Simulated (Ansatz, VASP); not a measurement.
**One calculation of BeH2O2, two programs**

POSCAR

```
BeH2O2
1.0
    4.5336000000      0.0000000000      0.0000000000
    0.0000000000      4.6255000000      0.0000000000
    0.0000000000      0.0000000000      7.0384000000
Be H O
4 8 8
Direct
    0.0302000000      0.7077000000      0.6261000000
    0.4698000000      0.2923000000      0.1261000000
    0.5302000000      0.7923000000      0.3739000000
    0.9698000000      0.2077000000      0.8739000000
    0.2670000000      0.0960000000      0.5983000000
    0.2330000000      0.9040000000      0.0983000000
    0.7670000000      0.4040000000      0.4017000000
    0.7330000000      0.5960000000      0.9017000000
    0.3520000000      0.4340000000      0.7780000000
    0.1480000000      0.5660000000      0.2780000000
    0.8520000000      0.0660000000      0.2220000000
    0.6480000000      0.9340000000      0.7220000000
    0.1930000000      0.1040000000      0.0413000000
    0.3070000000      0.8960000000      0.5413000000
    0.6930000000      0.3960000000      0.9587000000
    0.8070000000      0.6040000000      0.4587000000
    0.1520000000      0.4240000000      0.7294000000
    0.3480000000      0.5760000000      0.2294000000
    0.6520000000      0.0760000000      0.2706000000
    0.8480000000      0.9240000000      0.7706000000
```

File INCAR.step1:

```
SYSTEM = BeH2O2
ALGO     = Normal         ! electronic algorithm
EDIFF    = 1E-4           ! SCF threshold, eV
ENCUT    = 520            ! plane-wave cutoff, eV
GGA      = PE             ! functional
ISMEAR   = -1             ! smearing method
KPAR     = 4            
LASPH    = .True.         ! aspherical terms in the spheres
LCHARG   = .False.        ! write CHGCAR
LREAL    = Auto         
LWAVE    = .True.         ! write WAVECAR
NELM     = 80             ! most SCF steps
PREC     = Accurate       ! precision mode
SIGMA    = 0.02           ! smearing width, eV
```

INCAR.step2

```
SYSTEM = BeH2O2
ALGO     = Normal         ! electronic algorithm
EDIFF    = 1E-6           ! SCF threshold, eV
EDIFFG   = -0.02          ! ionic threshold
ENCUT    = 520            ! plane-wave cutoff, eV
IBRION   = 2              ! ionic algorithm
ISIF     = 2              ! what is computed and relaxed
ISMEAR   = -1             ! smearing method
ISTART   = 1            
KPAR     = 4            
LASPH    = .True.         ! aspherical terms in the spheres
LCHARG   = .False.        ! write CHGCAR
LMIXTAU  = .True.       
LREAL    = Auto         
LWAVE    = .False.        ! write WAVECAR
METAGGA  = R2SCAN         ! meta-GGA
NELM     = 80             ! most SCF steps
NSW      = 80             ! ionic steps
PREC     = Accurate       ! precision mode
SIGMA    = 0.02           ! smearing width, eV
```

File KPOINTS:

```
k-points
0
Gamma
  5 5 3
  0 0 0
```

Input for Ansatz:

```yaml
crystal:
  lattice:
    - [4.5336, 0.0, 0.0]
    - [0.0, 4.6255, 0.0]
    - [0.0, 0.0, 7.0384]
  atoms:
    - { symbol: Be, position: [0.0302, 0.7077, 0.6261] }
    - { symbol: Be, position: [0.4698, 0.2923, 0.1261] }
    - { symbol: Be, position: [0.5302, 0.7923, 0.3739] }
    - { symbol: Be, position: [0.9698, 0.2077, 0.8739] }
    - { symbol: H, position: [0.267, 0.096, 0.5983] }
    - { symbol: H, position: [0.233, 0.904, 0.0983] }
    - { symbol: H, position: [0.767, 0.404, 0.4017] }
    - { symbol: H, position: [0.733, 0.596, 0.9017] }
    - { symbol: H, position: [0.352, 0.434, 0.778] }
    - { symbol: H, position: [0.148, 0.566, 0.278] }
    - { symbol: H, position: [0.852, 0.066, 0.222] }
    - { symbol: H, position: [0.648, 0.934, 0.722] }
    - { symbol: O, position: [0.193, 0.104, 0.0413] }
    - { symbol: O, position: [0.307, 0.896, 0.5413] }
    - { symbol: O, position: [0.693, 0.396, 0.9587] }
    - { symbol: O, position: [0.807, 0.604, 0.4587] }
    - { symbol: O, position: [0.152, 0.424, 0.7294] }
    - { symbol: O, position: [0.348, 0.576, 0.2294] }
    - { symbol: O, position: [0.652, 0.076, 0.2706] }
    - { symbol: O, position: [0.848, 0.924, 0.7706] }
kpoints:
  mp_grid: { grid: [5, 5, 3] }
scf:
  occupations: { method: fermi_dirac, width: 0.02 }
hamiltonian:
  xc: r2scan
  pseudopotentials: { kind: paw }
output:
  forces: true
  stress: true
  populations: true
  efg:
    quadrupole_moments_barn: { Be: 0.05288, H: 0.00285783, O: -0.02558 }
    contact_densities: true
relax:
  f_tol: 0.02
  max_steps: 60
```

Alike in both runs: task relaxation of the atoms; functional r2SCAN; k mesh 5 × 5 × 3; occupations fermi-dirac, width 0.02 eV; no spin polarisation.

|  | VASP | Ansatz |
| --- | --- | --- |
| version | VASP 6.6.1 | Ansatz 0.2.0 |
| potentials or method | VASP PAW PBE potentials, release 64 (Be, H, O) | plane-wave PAW, scalar-relativistic |
| plane-wave cutoff (eV) | 520 | 500 |
| valence electrons in the cell | 64 | 64 |

|  | VASP | Ansatz | Ansatz less VASP |
| --- | --- | --- | --- |
| gap on the k mesh at the Fermi level, each at its own relaxed structure (eV) | 6.11 | 6.13 | +0.019 |

VASP's potentials were made for PBE, not for r2SCAN. Ansatz's warnings: stress scf threshold loose.
